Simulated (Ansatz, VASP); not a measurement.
**MoS: VASP beside Ansatz**

```xyz
2
Lattice="0.0000 2.7339 2.7339 2.7339 0.0000 2.7339 2.7339 2.7339 0.0000" Properties=species:S:1:pos:R:3 pbc="T T T"
Mo    0.0000    0.0000    0.0000
S     2.7339    2.7339    2.7339
```

Alike in both runs: functional r2SCAN; k mesh 14 × 14 × 14; occupations gaussian, width 0.1 eV; collinear spin; Hubbard terms Mo d U = 4.38 eV.

Ansatz relaxed the structure, and its values are those at the end. VASP's run is a single point on that final structure, the one shown.

|  | VASP | Ansatz |
| --- | --- | --- |
| version | VASP 6.6.1 | Ansatz 0.2.0 |
| potentials or method | VASP PAW PBE potentials, release 64 (Mo_sv, S), cutoff 520 eV | scalar-relativistic, plane waves, PAW |
| valence electrons in the cell | 20 | 20 |

```csv
,VASP,Ansatz,Ansatz less VASP
gap on the k mesh at the Fermi level (eV),none,none,-
pressure (GPa),-1.3,0.0,+1.32
net moment per atom (μB),1.99,2.00,+0.005
size of the moment on the site where the two differ most (μB),3.62,3.25,-0.368
```

VASP's potentials were made for PBE, not for r2SCAN. Site moments also hang on the region over which each program counts them. The programs project onto different local orbitals, so the same U acts differently, and such runs can settle in different states. A gap of «none» marks a metal or a gap that the smearing closes. Ansatz's warnings: filled band counts differ across k points.
